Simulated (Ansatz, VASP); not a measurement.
## Ta3W2: VASP beside Ansatz

```xyz
10
Lattice="-1.6128 -2.3174 0.0011 -4.8658 2.3371 -0.0017 -1.6206 0.0115 -11.4791" Properties=species:S:1:pos:R:3 pbc="T T T"
Ta   -3.2393    0.0096   -0.0004
Ta   -6.4785    0.0195   -0.0005
Ta   -1.6198    0.0101   -6.9405
Ta   -4.8591    0.0199   -6.9409
Ta   -3.2402    0.0114   -4.5387
Ta   -6.4794    0.0213   -4.5390
W    -3.2395    0.0161   -9.2048
W    -6.4789    0.0258   -9.2052
W    -1.6204    0.0053   -2.2745
W    -4.8596    0.0150   -2.2748
```

Change from the starting cell: cell x2, atoms moved at random (sigma 0.05 Å) and cell strained at random (1.5 %), then relaxed without symmetry.

Alike in both runs: functional PBE; k mesh 8 × 4 × 2; occupations gaussian, width 0.2 eV; no spin polarisation.

Ansatz relaxed the structure, and its values are those at the end. VASP's run is a single point on that final structure, the one shown.

|  | VASP | Ansatz |
| --- | --- | --- |
| version | VASP 6.6.1 | Ansatz 0.2.0 |
| potentials or method | VASP PAW PBE potentials, release 64 (Ta_pv, W_sv), cutoff 520 eV | scalar-relativistic, plane waves, PAW |
| valence electrons in the cell | 122 | 134 |

|  | VASP | Ansatz | Ansatz less VASP |
| --- | --- | --- | --- |
| gap on the k mesh at the Fermi level (eV) | none | none | - |
| pressure (GPa) | 0.3 | 0.0 | -0.25 |
| rms of the force components (eV/Å) | 0.005 | 0.002 | -0.0025 |

A gap of «none» marks a metal or a gap that the smearing closes. The functional is the same, so the differences come from potentials, cutoffs and numerics. VASP's potentials hold 122 valence electrons a cell and Ansatz's 134, so a difference there can come from the potentials and not from the codes.

Spin-orbit coupling is off throughout.
